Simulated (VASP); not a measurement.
# Ca (I4/mmm) in VASP: notebook

Ca is run at these levels: LDA; tasks: single point.

Program: VASP 6.6.1. These are calculated values, not measurements. Logs are shortened: lines on timing, memory, paths and dates and some standing lists are left out, and cuts for length are marked.

**1. The cell of the first run**

It takes space group I4/mmm (No. 139, tetragonal). Conventional cell: a = 3.521 Å, b = 3.521 Å, c = 7.040 Å, α = 90.00°, β = 90.00°, γ = 90.00°. Ca (site symmetry 4/mmm) has 12 Ca at 3.52 to 4.31 Å within 4.6 Å.

**2. Single point, LDA**

File INCAR:

```
  ALGO = Fast
  EDIFF = 1E-7
  ENCUT = 520
  GGA = CA
  ISIF = 2
  ISMEAR = 0
  LASPH = True
  LCHARG = True
  LELF = True
  LREAL = False
  LVHAR = True
  LWAVE = False
  NBANDS = 11
  NELM = 80
  PREC = Accurate
  SIGMA = 0.15
```

File KPOINTS:

```
k-points
0
Gamma
  16 16 16
```

File POSCAR:

```
Ca
1.0
    0.0000000000      2.4894745175      3.5201169678
    2.4894745175      0.0000000000      3.5201169678
    2.4894745175      2.4894745175      0.0000000000
Ca
1
Direct
    0.0000000000      0.0000000000      0.0000000000
```

Potentials or basis: VASP PAW LDA potentials, release 64 (Ca_sv).

On the command line:

```console
cat potpaw_LDA.64/Ca_sv/POTCAR > POTCAR
mpirun -np 1 vasp_std > vasp.out
```

OUTCAR:

```text
EDIFF = 1E-7
   ENCUT = 520
   GGA = CA
   ISIF = 2
   ISMEAR = 0
   LASPH = True
   LREAL = False
   NELM = 80
   PREC = Accurate

 ion  position               nearest neighbor table
   1  0.000  0.000  0.000-

  LATTYP: Found a body centered tetragonal cell.
 ALAT       =     3.5206486258
 C/A-ratio  =     1.9996979772

  Lattice vectors:

 A1 = (  -2.4894745175,   0.0000000000,   3.5201169678)
 A2 = (   2.4894745175,   0.0000000000,   3.5201169678)
 A3 = (   0.0000000000,   2.4894745175,  -3.5201169678)

Analysis of symmetry for initial positions (statically):
=====================================================================
 Subroutine PRICEL returns:
 Original cell was already a primitive cell.

 Routine SETGRP: Setting up the symmetry group for a
 body centered tetragonal supercell.

 Subroutine GETGRP returns: Found 16 space group operations
 (whereof 16 operations were pure point group operations)
 out of a pool of 16 trial point group operations.

The static configuration has the point symmetry D_4h.

Analysis of symmetry for dynamics (positions and initial velocities):
=====================================================================
 Subroutine PRICEL returns:
 Original cell was already a primitive cell.

 Routine SETGRP: Setting up the symmetry group for a
 body centered tetragonal supercell.

 Subroutine GETGRP returns: Found 16 space group operations
 (whereof 16 operations were pure point group operations)
 out of a pool of 16 trial point group operations.

The dynamic configuration has the point symmetry D_4h.

 Subroutine INISYM returns: Found 16 space group operations
 (whereof 16 operations are pure point group operations),
 and found     1 'primitive' translations

----------------------------------------------------------------------------------------

                                     Primitive cell

  volume of cell :      43.6317

  direct lattice vectors                    reciprocal lattice vectors
     0.000000000  2.489474518  3.520116968    -0.200845599  0.200845599  0.142040735
     2.489474518  0.000000000  3.520116968     0.200845599 -0.200845599  0.142040735
     2.489474518  2.489474518  0.000000000     0.200845599  0.200845599 -0.142040735

  length of vectors
     4.311462262  4.311462262  3.520648626     0.317574368  0.317574368  0.317574368

  position of ions in fractional coordinates (direct lattice)
     0.000000000  0.000000000  0.000000000

  ion indices of the primitive-cell ions
   primitive index   ion index
                 1           1

----------------------------------------------------------------------------------------

 KPOINTS: k-points

Automatic generation of k-mesh.
 Grid dimensions read from file:
 generate k-points for:   16   16   16

 Generating k-lattice:

  Cartesian coordinates                     Fractional coordinates (reciprocal lattice)
    -0.012552850  0.012552850  0.008877546     0.062500000  0.000000000  0.000000000
     0.012552850 -0.012552850  0.008877546     0.000000000  0.062500000  0.000000000
     0.012552850  0.012552850 -0.008877546     0.000000000  0.000000000  0.062500000

  Length of vectors
     0.019848398  0.019848398  0.019848398

  Shift w.r.t. Gamma in fractional coordinates (k-lattice)
     0.000000000  0.000000000  0.000000000

 Subroutine IBZKPT returns following result:
 ===========================================

 Found    349 irreducible k-points:

 Following reciprocal coordinates:
            Coordinates               Weight
  0.000000  0.000000  0.000000      1.000000
  0.062500  0.000000  0.000000      8.000000
  0.125000  0.000000  0.000000      8.000000
  0.187500  0.000000  0.000000      8.000000
  0.250000  0.000000  0.000000      8.000000
  0.312500 -0.000000  0.000000      8.000000
[... 16 lines left out ...]
 -0.125000  0.062500  0.000000      8.000000
 -0.062500  0.062500  0.000000      4.000000
 [... further k-points ...]
   k-points           NKPTS =    349   k-points in BZ     NKDIM =    349   number of bands    NBANDS=     11
   number of dos      NEDOS =    301   number of ions     NIONS =      1
   total plane-waves  NPLWV =  28672
   dimension x,y,z NGX =    32 NGY =   32 NGZ =   28
   dimension x,y,z NGXF=    64 NGYF=   64 NGZF=   56
   ions per type =               1
   NGX,Y,Z   is equivalent  to a cutoff of  12.34, 12.34, 13.22 a.u.
   NGXF,Y,Z  is equivalent  to a cutoff of  24.68, 24.68, 26.44 a.u.
 SYSTEM =  unknown system
   PREC   = accura    normal or accurate (medium, high low for compatibility)
   ISTART =      0    job   : 0-new  1-cont  2-samecut
   ICHARG =      2    charge: 1-file 2-atom 10-const
   ISPIN  =      1    spin polarized calculation?
   LNONCOLLINEAR =      F non collinear calculations
   LSORBIT =      F    spin-orbit coupling
   LASPH  =      T    aspherical Exc in radial PAW
   ENCUT  =  520.0 eV  38.22 Ry    6.18 a.u.   8.02  8.02  6.55*2*pi/ulx,y,z
   NELM   =     80;   NELMIN=  2; NELMDL= -5     # of ELM steps
   EDIFF  = 0.1E-06   stopping-criterion for ELM
   LREAL  =      F    real-space projection
   EDIFFG = 0.1E-05   stopping-criterion for IOM
   NSW    =      0    number of steps for IOM
   IBRION =     -1    ionic relax: 0-MD 1-quasi-New 2-CG
   NFREE  =      0    steps in history (QN), initial steepest desc. (CG)
   ISIF   =      2    stress and relaxation
   ISYM   =      2    0-nonsym 1-usesym 2-fastsym
   POTIM  = 0.5000    time-step for ionic-motion
   TEBEG  =    0.0;   TEEND  =   0.0 temperature during run
   PSTRESS=    0.0 pullay stress
   NELECT =      10.0000    total number of electrons
   NUPDOWN=      -1.0000    fix difference up-down
   EMIN   =  10.00;   EMAX   =-10.00  energy-range for DOS
   EFERMI =   0.00;   METHOD = LEGACY
   ISMEAR =     0;   SIGMA  =   0.15  broadening in eV -4-tet -1-fermi 0-gaus
   EFERMI_NEDOS =   21; number of points for ismear=-14 and -15
   IALGO  =     68    algorithm
   IMIX   =      4    mixing-type and parameters
     AMIX     =   0.40;   BMIX     =  1.00
     AMIX_MAG =   1.60;   BMIX_MAG =  1.00
  volume/ion in A,a.u.               =      43.63       294.44
  Fermi-wavevector in a.u.,A,eV,Ry     =   1.001861  1.893242 13.656506  1.003725
  Thomas-Fermi vector in A             =   2.134310
   LORBIT       =      0    0 simple, 1 ext, 2 COOP (PROOUT), +10 PAW based schemes
   GGA     = CA    functional components
   LHFCALC =     F    Hartree Fock is set to
   AEXX    =    0.0000 exact exchange contribution
   IVDW    =     0    specifies the selected vdW correction
   LEPSILON=     F    determine dielectric tensor
   LRPA    =     F    only Hartree local field effects (RPA)
 non-spin polarized calculation
 RMM-DIIS sequential band-by-band and
 Gauss-broadening in eV      SIGMA  =   0.15
  energy-cutoff  :      520.00
  volume of cell :       43.63
 maximum number of plane-waves:      1210
   NGX = 15   NGY = 15   NGZ = 13

 number of electron      10.0000000 magnetization

 Free energy of the ion-electron system (eV)
  ---------------------------------------------------
  ext. energy  EPLUGINS =         0.00000000
  ---------------------------------------------------
  free energy    TOTEN  =        -2.02206066 eV

  energy without entropy =       -2.00661584  energy(sigma->0) =       -2.01433825

 E-fermi :   1.6020     XC(G=0):  -7.8413

 val. band max:        1.5991456137   @ k =  -0.1875   0.3750   0.3125
 cond. band min:       1.6043190647   @ k =  -0.1875   0.3750   0.2500
 fundamental gap:      0.0051734510
 Fermi energy:         1.6019561889

 k-point     1 :       0.0000    0.0000    0.0000
  band No.  band energies     occupation
      1     -40.0438      2.00000
      2     -21.2760      2.00000
      3     -21.2217      2.00000
      4     -21.2217      2.00000
      5      -2.2835      2.00000
      6       2.8535      0.00000
      7       3.3740      0.00000
      8       4.6006      0.00000
      9       4.6006      0.00000
     10       5.6327      0.00000
     11       9.8098      0.00000

 k-point     2 :       0.0625    0.0000    0.0000
  band No.  band energies     occupation
      1     -40.0430      2.00000
      2     -21.2764      2.00000
      3     -21.2301      2.00000
      4     -21.2212      2.00000
      5      -2.2143      2.00000
      6       2.8763      0.00000
      7       3.3895      0.00000
      8       4.5073      0.00000
      9       4.6223      0.00000
     10       5.5825      0.00000
     11       9.8602      0.00000

 k-point     3 :       0.1250    0.0000    0.0000
  band No.  band energies     occupation
      1     -40.0408      2.00000
      2     -21.2778      2.00000
      3     -21.2537      2.00000
      4     -21.2198      2.00000
      5      -2.0095      2.00000
      6       2.9290      0.00000
      7       3.4229      0.00000
      8       4.2922      0.00000
      9       4.6831      0.00000
     10       5.4470      0.00000
     11       9.9188      0.00000

 k-point     4 :       0.1875    0.0000    0.0000
  band No.  band energies     occupation
      1     -40.0374      2.00000
      2     -21.2922      2.00000
      3     -21.2764      2.00000
      4     -21.2176      2.00000
      5      -1.6776      2.00000
      6       2.9749      0.00000
      7       3.3748      0.00000
      8       4.1606      0.00000
      9       4.7662      0.00000
     10       5.2688      0.00000
     11       9.7314      0.00000
[... 239 lines left out ...]
 k-point    22 :      -0.1875    0.0625    0.0000
  band No.  band energies     occupation
      1     -40.0337      2.00000
      2     -21.3309      2.00000
      3     -21.2754      2.00000
      4     -21.2143      2.00000
      5      -1.3792      2.00000
      6       3.0561      0.00000
      7       3.3349      0.00000
      8       4.0878      0.00000
      9       4.8149      0.00000
     10       5.0604      0.00000
     11       9.4677      0.00000

 k-point    23 :      -0.1250    0.0625    0.0000
  band No.  band energies     occupation
      1     -40.0377      2.00000
      2     -21.2892      2.00000
      3     -21.2746      2.00000
      4     -21.2170      2.00000
      5      -1.7801      2.00000
      6       3.0264      0.00000
      7       3.6281      0.00000
      8       3.9193      0.00000
      9       4.7341      0.00000
     10       5.2471      0.00000
     11      10.2333      0.00000

 k-point    24 :      -0.0625    0.0625    0.0000
  band No.  band energies     occupation
      1     -40.0409      2.00000
      2     -21.2751      2.00000
      3     -21.2537      2.00000
      4     -21.2194      2.00000
      5      -2.0623      2.00000
      6       2.9532      0.00000
      7       3.5105      0.00000
      8       4.2234      0.00000
      9       4.6599      0.00000
     10       5.4408      0.00000
     11      10.1590      0.00000

 [... further k-points ...]
[... 5 lines left out ...]
  --------------------------------------------------------------------------------------
  -------------------------------------------------------------------------------------
  Total       -0.0159476     -0.0159476     -1.5458705      0.0000000     -0.0000000     -0.0000000
  in kB       -0.5856022     -0.5856022    -56.7650780      0.0000000     -0.0000000     -0.0000000
  external PRESSURE =     -19.3120942 kB  Pullay stress =       0.0000000 kB

 VOLUME and BASIS-vectors are now :
 -----------------------------------------------------------------------------
  energy-cutoff  :      520.00
  volume of cell :       43.63
      direct lattice vectors                 reciprocal lattice vectors
     0.000000000  2.489474518  3.520116968    -0.200845599  0.200845599  0.142040735
     2.489474518  0.000000000  3.520116968     0.200845599 -0.200845599  0.142040735
     2.489474518  2.489474518  0.000000000     0.200845599  0.200845599 -0.142040735

 POSITION                                       TOTAL-FORCE (eV/Angst)
 -----------------------------------------------------------------------------------
      0.00000      0.00000      0.00000        -0.000000     -0.000000      0.000000
 -----------------------------------------------------------------------------------
    total drift:                               -0.000000     -0.000000     -0.000000

  FREE ENERGIE OF THE ION-ELECTRON SYSTEM (eV)
  ---------------------------------------------------
  free  energy   TOTEN  =        -2.0220606567 eV

  energy  without entropy=       -2.0066158408  energy(sigma->0) =       -2.01433825
```

Run time: 4.6 min. Hardware: 1 thread of AMD EPYC 7R13, shared host; peak memory 0.25 GiB.

Results:

* Free energy: -2.0221 eV
* Pressure: -1.9 GPa
* Band gap on the k mesh: zero (band 5 reaches 1.80 eV, above the bottom of band 6 at 1.09 eV)

Levels at points of the mesh, in eV from the Fermi level:
```
           k point  band 2  band 3  band 4  band 5  band 6  band 7  band 8  band 9
(0.00, 0.00, 0.00)  -22.88  -22.82  -22.82   -3.89    1.25    1.77    3.00    3.00
(0.50, 0.00, 0.00)  -23.04  -22.89  -22.81   -0.80    0.10    1.24    2.86    3.60
(0.50, 0.50, 0.00)  -22.94  -22.83  -22.83   -1.43   -0.52    0.77    3.92    3.92
(0.50, 0.00, 0.50)  -23.02  -23.00  -22.87   -0.23    0.75    2.29    3.05    3.25
```

(Continued in part 2 of 2.)
